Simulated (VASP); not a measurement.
# W3N4 (P-43m) in VASP: further runs

W3N4 is run at these levels: PBE; tasks: single point.

All numbers are computed with VASP 6.6.1; they aren't measurements. Logs are shortened: lines on timing, memory, paths and dates and some standing lists are left out, and cuts for length are marked.

## Step 1: The cell of the first run

Symmetry: P-43m, No. 215, cubic system. Conventional cell: a = 4.592 Å, b = 4.592 Å, c = 4.592 Å, α = 90.00°, β = 90.00°, γ = 90.00°. W (site symmetry -42m) has 4 N at 1.99 Å within 2.6 Å. N (site symmetry 3m) has 3 W at 1.99 Å within 2.6 Å.

## Step 2: Single point, PBE, collinear spin, zero start (atoms taken out)

The input, INCAR:

```
PREC     = Accurate       # precision mode
ENCUT    = 910            # plane-wave cutoff, eV
EDIFF    = 1E-6           # SCF threshold, eV
ISMEAR   = 0              # smearing method
SIGMA    = 0.1            # smearing width, eV
LREAL    = F              # projectors in reciprocal space
LASPH    = T              # aspherical terms in the spheres
NELM     = 200            # most SCF steps
ALGO     = Normal         # electronic algorithm
ISIF     = 2              # what is computed and relaxed
LWAVE    = F              # write WAVECAR
LCHARG   = F              # write CHGCAR
ISPIN    = 2              # spin polarisation
MAGMOM   = 0 0 0 0 0 0 0  # initial moments
LORBIT   = 11             # projections on sites
LMAXMIX  = 4              # l up to which the mixer works
GGA      = PE             # functional
NBANDS   = 44             # bands
GGA_COMPAT= F
```

The input, KPOINTS:

```
Automatic mesh
0
Gamma
  4 4 4
```

The input, POSCAR:

```
W3N4
1.0
    4.5922440400      0.0000000000      0.0000000000
    0.0000000000      4.5922440400      0.0000000000
    0.0000000000      0.0000000000      4.5922440400
W N
3 4
Direct
    0.0000000000      0.0000000000      0.5000000000
    0.0000000000      0.5000000000      0.0000000000
    0.5000000000      0.0000000000      0.0000000000
    0.2500000000      0.2500000000      0.2500000000
    0.2500000000      0.7500000000      0.7500000000
    0.7500000000      0.2500000000      0.7500000000
    0.7500000000      0.7500000000      0.2500000000
```

Potentials or basis: VASP PAW PBE potentials, release 64 (W_sv, N_h).

Command:

```console
cat potpaw_PBE.64/W_sv/POTCAR potpaw_PBE.64/N_h/POTCAR > POTCAR
mpirun -np 1 vasp_std > vasp.out
```

OUTCAR:

```text
PREC = Accurate
   ENCUT = 910
   EDIFF = 1E-6
   ISMEAR = 0
   LREAL = F
   LASPH = T
   NELM = 200
   ISIF = 2
   ISPIN = 2
   LORBIT = 11
   GGA = PE

 ion  position               nearest neighbor table
   1  0.000  0.000  0.500-   4 1.99   5 1.99   6 1.99   7 1.99   2 3.25   3 3.25   2 3.25   3 3.25
                             2 3.25   2 3.25   3 3.25   3 3.25
   2  0.000  0.500  0.000-   4 1.99   5 1.99   6 1.99   7 1.99   1 3.25   3 3.25   1 3.25   1 3.25
                             3 3.25   1 3.25   3 3.25   3 3.25
   3  0.500  0.000  0.000-   4 1.99   5 1.99   6 1.99   7 1.99   1 3.25   2 3.25   1 3.25   2 3.25
                             1 3.25   2 3.25   1 3.25   2 3.25
   4  0.250  0.250  0.250-   1 1.99   2 1.99   3 1.99
   5  0.250  0.750  0.750-   1 1.99   2 1.99   3 1.99
   6  0.750  0.250  0.750-   1 1.99   2 1.99   3 1.99
   7  0.750  0.750  0.250-   1 1.99   2 1.99   3 1.99

  LATTYP: Found a simple cubic cell.
 ALAT       =     4.5922440400

  Lattice vectors:

 A1 = (   4.5922440400,   0.0000000000,   0.0000000000)
 A2 = (   0.0000000000,   4.5922440400,   0.0000000000)
 A3 = (   0.0000000000,   0.0000000000,   4.5922440400)

Analysis of symmetry for initial positions (statically):
=====================================================================
 Subroutine PRICEL returns:
 Original cell was already a primitive cell.

 Routine SETGRP: Setting up the symmetry group for a
 simple cubic supercell.

 Subroutine GETGRP returns: Found 24 space group operations
 (whereof 24 operations were pure point group operations)
 out of a pool of 48 trial point group operations.

The static configuration has the point symmetry T_d .

Analysis of symmetry for dynamics (positions and initial velocities):
=====================================================================
 Subroutine PRICEL returns:
 Original cell was already a primitive cell.

 Routine SETGRP: Setting up the symmetry group for a
 simple cubic supercell.

 Subroutine GETGRP returns: Found 24 space group operations
 (whereof 24 operations were pure point group operations)
 out of a pool of 48 trial point group operations.

The dynamic configuration has the point symmetry T_d .

Analysis of structural, dynamic, and magnetic symmetry:
=====================================================================
 Subroutine PRICEL returns:
 Original cell was already a primitive cell.

 Routine SETGRP: Setting up the symmetry group for a
 simple cubic supercell.
[... 140 lines left out ...]

 number of electron      61.9999997 magnetization      -0.0000554

 Free energy of the ion-electron system (eV)
  ---------------------------------------------------
  ext. energy  EPLUGINS =         0.00000000
  ---------------------------------------------------
  free energy    TOTEN  =       -71.71031437 eV

  energy without entropy =      -71.68471547  energy(sigma->0) =      -71.69751492

 E-fermi :   7.2617     XC(G=0): -11.4141

 val. band max:        7.2018862457   @ k =   0.5000   0.2500   0.0000
 cond. band min:       7.2740606246   @ k =   0.5000   0.5000   0.2500
 fundamental gap:      0.0721743788
 Fermi energy:         7.2617331496

 spin component 1

 k-point     1 :       0.0000    0.0000    0.0000
  band No.  band energies     occupation
      1     -67.8687      1.00000
      2     -67.8483      1.00000
      3     -67.8483      1.00000
      4     -32.3533      1.00000
      5     -32.3533      1.00000
      6     -32.3533      1.00000
[... 449 lines left out ...]
     42      12.0649      0.00000
     43      12.0649      0.00000
 Fermi energy:         7.2617331496

 spin component 2

 k-point     1 :       0.0000    0.0000    0.0000
  band No.  band energies     occupation
      1     -67.8687      1.00000
      2     -67.8483      1.00000
      3     -67.8483      1.00000
      4     -32.3533      1.00000
      5     -32.3533      1.00000
      6     -32.3533      1.00000
[... 449 lines left out ...]
     42      12.0649      0.00000
     43      12.0649      0.00000
 [bands above 43 left out]

------------------------ aborting loop because EDIFF is reached ----------------------------------------

  FORCE on cell =-STRESS in cart. coord.  units (eV):
  Direction    XX          YY          ZZ          XY          YZ          ZX
  --------------------------------------------------------------------------------------
  -------------------------------------------------------------------------------------
  Total       -3.7520498     -3.7520498     -3.7520498      0.0000000     -0.0000000     -0.0000000
  in kB      -62.0732233    -62.0732233    -62.0732233      0.0000000     -0.0000000     -0.0000000
  external PRESSURE =     -62.0732233 kB  Pullay stress =       0.0000000 kB

 VOLUME and BASIS-vectors are now :
 -----------------------------------------------------------------------------
  energy-cutoff  :      910.00
  volume of cell :       96.84
      direct lattice vectors                 reciprocal lattice vectors
     4.592244040  0.000000000  0.000000000     0.217758462  0.000000000  0.000000000
     0.000000000  4.592244040  0.000000000     0.000000000  0.217758462  0.000000000
     0.000000000  0.000000000  4.592244040     0.000000000  0.000000000  0.217758462

 POSITION                                       TOTAL-FORCE (eV/Angst)
 -----------------------------------------------------------------------------------
      0.00000      0.00000      2.29612        -0.000000      0.000000     -0.000000
      0.00000      2.29612      0.00000        -0.000000      0.000000     -0.000000
      2.29612      0.00000      0.00000        -0.000000      0.000000     -0.000000
      1.14806      1.14806      1.14806        -0.188887     -0.188887     -0.188887
      1.14806      3.44418      3.44418        -0.188887      0.188887      0.188887
      3.44418      1.14806      3.44418         0.188887     -0.188887      0.188887
      3.44418      3.44418      1.14806         0.188887      0.188887     -0.188887
 -----------------------------------------------------------------------------------
    total drift:                                0.000000     -0.000000      0.000000

  FREE ENERGIE OF THE ION-ELECTRON SYSTEM (eV)
  ---------------------------------------------------
  free  energy   TOTEN  =       -71.7103143750 eV

  energy  without entropy=      -71.6847154689  energy(sigma->0) =      -71.69751492

 total charge

# of ion       s       p       d       tot
------------------------------------------
    1        2.353   6.349   3.348  12.050
    2        2.353   6.349   3.348  12.050
    3        2.353   6.349   3.348  12.050
    4        0.741   1.468   0.000   2.209
    5        0.741   1.468   0.000   2.209
    6        0.741   1.468   0.000   2.209
    7        0.741   1.468   0.000   2.209
--------------------------------------------------
tot         10.023  24.917  10.043  44.983

 magnetization (x)

# of ion       s       p       d       tot
------------------------------------------
    1       -0.000   0.000   0.000   0.000
    2       -0.000   0.000   0.000   0.000
    3       -0.000   0.000   0.000   0.000
    4        0.000  -0.000   0.000  -0.000
    5        0.000  -0.000   0.000  -0.000
    6        0.000  -0.000   0.000  -0.000
    7        0.000  -0.000   0.000  -0.000
--------------------------------------------------
tot         -0.000  -0.000   0.000   0.000
```

OSZICAR:

```text
N       E                     dE             d eps       ncg     rms          rms(c)
DAV:   1     0.917644754170E+03    0.91764E+03   -0.46780E+04  1768   0.227E+03
DAV:   2     0.105181130779E+02   -0.90713E+03   -0.86523E+03  1924   0.597E+02
DAV:   3    -0.807719748625E+02   -0.91290E+02   -0.87364E+02  2212   0.165E+02
DAV:   4    -0.843813841958E+02   -0.36094E+01   -0.35627E+01  2000   0.317E+01
DAV:   5    -0.844539715774E+02   -0.72587E-01   -0.72398E-01  2260   0.464E+00    0.553E+01
DAV:   6    -0.729276602715E+02    0.11526E+02   -0.57548E+01  2288   0.404E+01    0.148E+01
DAV:   7    -0.719008020051E+02    0.10269E+01   -0.75383E+00  2224   0.143E+01    0.150E+01
DAV:   8    -0.717189583806E+02    0.18184E+00   -0.10954E+00  1972   0.664E+00    0.207E+00
DAV:   9    -0.717112682628E+02    0.76901E-02   -0.52801E-02  2048   0.139E+00    0.356E-01
DAV:  10    -0.717102532766E+02    0.10150E-02   -0.80406E-03  2292   0.494E-01    0.111E-01
DAV:  11    -0.717103055003E+02   -0.52224E-04   -0.31770E-04  2068   0.111E-01    0.476E-02
DAV:  12    -0.717103187622E+02   -0.13262E-04   -0.11211E-04  2240   0.486E-02    0.370E-02
DAV:  13    -0.717103143119E+02    0.44503E-05   -0.45808E-05  2104   0.307E-02    0.730E-03
DAV:  14    -0.717103143750E+02   -0.63111E-07   -0.33554E-06  1664   0.110E-02
   1 F= -.71710314E+02 E0= -.71697515E+02  d E =-.255989E-01  mag=    -0.0000
```

Wall time 2 min (1 thread of AMD EPYC 9R45 (Zen 5), shared host); peak memory 0.44 GiB.

Results:

* Free energy: -71.7103 eV
* Pressure: -6.2 GPa
* Band gap on the k mesh: zero (filled and empty bands overlap)
* Net moment: 0.00 μB per cell
* Valence electrons inside the program's atomic spheres: W 12.05; N 2.21

Levels at points of the mesh, in eV from the Fermi level:
Spin up:
```
           k point  band 27  band 28  band 29  band 30  band 31  band 32  band 33  band 34  band 35  band 36
(0.00, 0.00, 0.00)    -3.01    -3.01    -1.11    -1.11    -1.11     0.39     0.39     0.97     1.26     1.26
(0.50, 0.00, 0.00)    -3.07    -3.07    -1.34    -0.78    -0.78    -0.48    -0.10     0.60     1.53     2.49
(0.50, 0.50, 0.00)    -4.05    -4.05    -0.58    -0.19    -0.19     0.79     0.98     0.98     1.40     2.11
(0.50, 0.50, 0.50)    -4.34    -4.34     0.63     0.63     0.63     0.78     0.78     0.78     1.34     2.19
```
Spin down:
| k point | band 29 | band 30 | band 31 | band 32 | band 33 | band 34 |
| --- | --- | --- | --- | --- | --- | --- |
| (0.00, 0.00, 0.00) | -1.11 | -1.11 | -1.11 | 0.39 | 0.39 | 0.97 |
| (0.50, 0.00, 0.00) | -1.34 | -0.78 | -0.78 | -0.48 | -0.10 | 0.60 |
| (0.50, 0.50, 0.00) | -0.58 | -0.19 | -0.19 | 0.79 | 0.98 | 0.98 |
| (0.50, 0.50, 0.50) | 0.63 | 0.63 | 0.63 | 0.78 | 0.78 | 0.78 |

Caveat: the cell differs from its parent crystal (atoms taken out); the cutoff is under 1.25 times the usual one of these potentials, so pressure, stress and relaxed cells hold a basis-set (Pulay) error; the cell stands under tension; spin-orbit coupling is left out, which moves the levels of the heavy elements.

## Step 3: Single point, PBE (atoms taken out)

The input, INCAR:

```
SYSTEM = W3N4
PREC = Accurate
ENCUT = 910
EDIFF = 1E-6
ISMEAR = 0
SIGMA = 0.1
LREAL = .False.
LASPH = .True.
NELM = 120
ALGO = Normal
ISIF = 2
LWAVE = .False.
LCHARG = .False.
GGA = PE
NBANDS = 40
GGA_COMPAT = .False.
```

The input, KPOINTS:

```
Automatic mesh
0
Gamma
  4 4 4
  0 0 0
```

POSCAR is that of step 2.

Potentials or basis: VASP PAW PBE potentials, release 64 (W_sv, N_h).

Command:

```console
cat potpaw_PBE.64/W_sv/POTCAR potpaw_PBE.64/N_h/POTCAR > POTCAR
mpirun -np 1 vasp_std > vasp.out
```

It took 80 s on 1 thread of Intel Xeon Platinum 8259CL at 2.50GHz (Skylake/Cascade Lake), shared host; peak memory 0.35 GiB.

The run converged. Its results:

| Property | Result |
| --- | --- |
| Free energy | -71.7103 eV |
| Pressure | -6.2 GPa |
| Band gap on the k mesh | zero (bands 31 and 32 overlap by 1.11 eV) |

Levels at points of the mesh, in eV from the Fermi level:
```csv
k point,band 29,band 30,band 31,band 32,band 33,band 34
"(0.00, 0.00, 0.00)",-1.11,-1.11,-1.11,0.39,0.39,0.97
"(0.50, 0.00, 0.00)",-1.34,-0.78,-0.78,-0.48,-0.10,0.60
"(0.50, 0.50, 0.00)",-0.58,-0.19,-0.19,0.79,0.98,0.98
"(0.50, 0.50, 0.50)",0.63,0.63,0.63,0.78,0.78,0.78
```

Caveat: the cell differs from its parent crystal (atoms taken out); the cutoff is under 1.25 times the usual one of these potentials, so pressure, stress and relaxed cells hold a basis-set (Pulay) error; the cell stands under tension; spin-orbit coupling is left out, which moves the levels of the heavy elements.

## Step 4: Single point, PBE (atoms taken out)

The input, INCAR:

```
SYSTEM = W3N4
ALGO = Normal
EDIFF = 1E-6
ENCUT = 910
GGA = PE
GGA_COMPAT = .False.
ISIF = 2
ISMEAR = 0
LASPH = .True.
LCHARG = .True.
LELF = .True.
LREAL = .False.
LVHAR = .True.
LWAVE = .False.
NBANDS = 40
NELM = 120
PREC = Accurate
SIGMA = 0.1
```

The input, KPOINTS:

```
k-points
0
Gamma
  8 8 8
  0 0 0
```

The input, POSCAR:

```
W3N4
1.0
    4.5317546734      0.0000000000      0.0000000000
    0.0000000000      4.5317546734      0.0000000000
    0.0000000000      0.0000000000      4.5317546734
W N
3 4
Direct
    0.0000000000      0.0000000000      0.5000000000
    0.0000000000      0.5000000000      0.0000000000
    0.5000000000      0.0000000000      0.0000000000
    0.2530458358      0.2530458358      0.2530458358
    0.2530458358      0.7469541642      0.7469541642
    0.7469541642      0.2530458358      0.7469541642
    0.7469541642      0.7469541642      0.2530458358
```

Command:

```console
cat potpaw_PBE.64/W_sv/POTCAR potpaw_PBE.64/N_h/POTCAR > POTCAR
mpirun -np 1 vasp_std > vasp.out
```

It took 3.1 min on 1 thread of AMD EPYC 9R45 (Zen 5), shared host; peak memory 0.44 GiB.

The run converged. Its results:

| Item | Value |
| --- | --- |
| Free energy | -71.7206 eV |
| Pressure | 1.0 GPa |
| Largest force | 0.097 eV/Å |
| Band gap on the k mesh | zero (bands 31 and 32 overlap by 1.39 eV) |

Forces in eV/Å, atoms in the order of the input:
```
W    0.000  0.000  0.000
W    0.000  0.000  0.000
W    0.000  0.000  0.000
N    0.056  0.056  0.056
N    0.056 -0.056 -0.056
N   -0.056  0.056 -0.056
N   -0.056 -0.056  0.056
```

Levels at points of the mesh, in eV from the Fermi level:
```
           k point  band 29  band 30  band 31  band 32  band 33  band 34
(0.00, 0.00, 0.00)    -1.12    -1.12    -1.12     0.39     0.39     0.94
(0.50, 0.00, 0.00)    -1.44    -0.88    -0.88    -0.66    -0.05     0.66
(0.50, 0.50, 0.00)    -0.63    -0.24    -0.24     0.77     1.03     1.03
(0.50, 0.50, 0.50)     0.73     0.73     0.73     0.85     0.85     0.85
```

Caveat: the cell differs from its parent crystal (atoms taken out); the cutoff is under 1.25 times the usual one of these potentials, so pressure, stress and relaxed cells hold a basis-set (Pulay) error; spin-orbit coupling is left out, which moves the levels of the heavy elements.

## Step 5: Summary

| spin | cell | k mesh | gap on the mesh (eV) | pressure (GPa) |
| --- | --- | --- | --- | --- |
| collinear, zero start | a = 4.592 Å, 7 atoms, atomic positions A | 4 × 4 × 4 | none | -6.2 |
| off | a = 4.592 Å, 7 atoms, atomic positions A | 4 × 4 × 4 | none | -6.2 |
| off | a = 4.532 Å, 7 atoms, atomic positions B | 8 × 8 × 8 | none | 1.0 |

Alike in all rows: task single point; level PBE; potentials or basis VASP PAW PBE potentials, release 64 (W_sv, N_h); cutoff (eV) 910; smearing gaussian 0.1 eV.

Caveats: the cutoff is under 1.25 times the usual one of these potentials, so pressure, stress and relaxed cells hold a basis-set (Pulay) error; spin-orbit coupling is left out, which moves the levels of the heavy elements; the cell stands under tension (at least some runs).

Absolute energies hang on the potentials; compare differences alone.
